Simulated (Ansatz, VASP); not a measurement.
**One calculation of Zn2Sn5N, two programs**

File INCAR:

```
PREC = Accurate
ENCUT = 520
EDIFF = 1E-6
ISMEAR = 0
SIGMA = 0.2
LREAL = False
LASPH = True
NELM = 60
ALGO = Normal
ISIF = 2
LWAVE = False
LCHARG = True
GGA = PE
LELF = True
LVHAR = True
NBANDS = 60
```

KPOINTS

```
Automatic mesh
0
Gamma
  6 6 2
```

Contents of POSCAR:

```
Zn2Sn5N
1.0
    3.8805053476      0.0000000000      0.0000000000
    0.0000000000      3.8805053476      0.0000000000
    0.0000000000      0.0000000000     12.4492386150
Zn Sn N
2 5 1
Direct
    0.0000000000      0.5000000000      0.0000000000
    0.5000000000      0.0000000000      0.0000000000
    0.0000000000      0.0000000000      0.3486750715
    0.0000000000      0.0000000000      0.6513249285
    0.5000000000      0.5000000000      0.7818546334
    0.5000000000      0.5000000000      0.2181453666
    0.5000000000      0.5000000000      0.5000000000
    0.0000000000      0.0000000000      0.0000000000
```

Input for Ansatz:

```yaml
crystal:
  lattice:
    - [3.8805053476, 0.0, 0.0]
    - [0.0, 3.8805053476, 0.0]
    - [0.0, 0.0, 12.449238615]
  atoms:
    - { symbol: Zn, position: [0.0, 0.5, 0.0] }
    - { symbol: Zn, position: [0.5, 0.0, 0.0] }
    - { symbol: Sn, position: [0.0, 0.0, 0.3486750715] }
    - { symbol: Sn, position: [0.0, 0.0, 0.6513249285] }
    - { symbol: Sn, position: [0.5, 0.5, 0.7818546334] }
    - { symbol: Sn, position: [0.5, 0.5, 0.2181453666] }
    - { symbol: Sn, position: [0.5, 0.5, 0.5] }
    - { symbol: "N", position: [0.0, 0.0, 0.0] }
basis:
  ecutwfc: 420
kpoints:
  mp_grid: { grid: [6, 6, 2] }
hamiltonian:
  xc: pbe
scf:
  occupations: { method: gaussian, width: 0.2 }
  lower_state_search: "off"
output:
  forces: true
  stress: true
  eigenvalues: true
```

Alike in both runs: task single point; functional PBE; k mesh 6 × 6 × 2; occupations gaussian, width 0.2 eV; no spin polarisation.

|  | VASP | Ansatz |
| --- | --- | --- |
| version | VASP 6.6.1 | Ansatz 0.2.0 |
| potentials or method | VASP PAW PBE potentials, release 64 (Zn, Sn_d, N), cutoff 520 eV | scalar-relativistic, plane waves, PAW |
| valence electrons in the cell | 99 | 99 |

Ansatz gave:

* gap on the k mesh at the Fermi level (eV): none
* pressure (GPa): 0.1
* traceless stress, the component that is largest in VASP (GPa): -0.27
* rms of the force components (eV/Å): 0.025

Question: Estimate VASP's values.

Answer: gap on the k mesh at the Fermi level (eV): none; pressure (GPa): 0.2; traceless stress, the component that is largest in VASP (GPa): -0.44; rms of the force components (eV/Å): 0.025.

Atom by atom the forces differ by 0.001 eV/Å (rms over components). A gap of «none» marks a metal or a gap that the smearing closes.
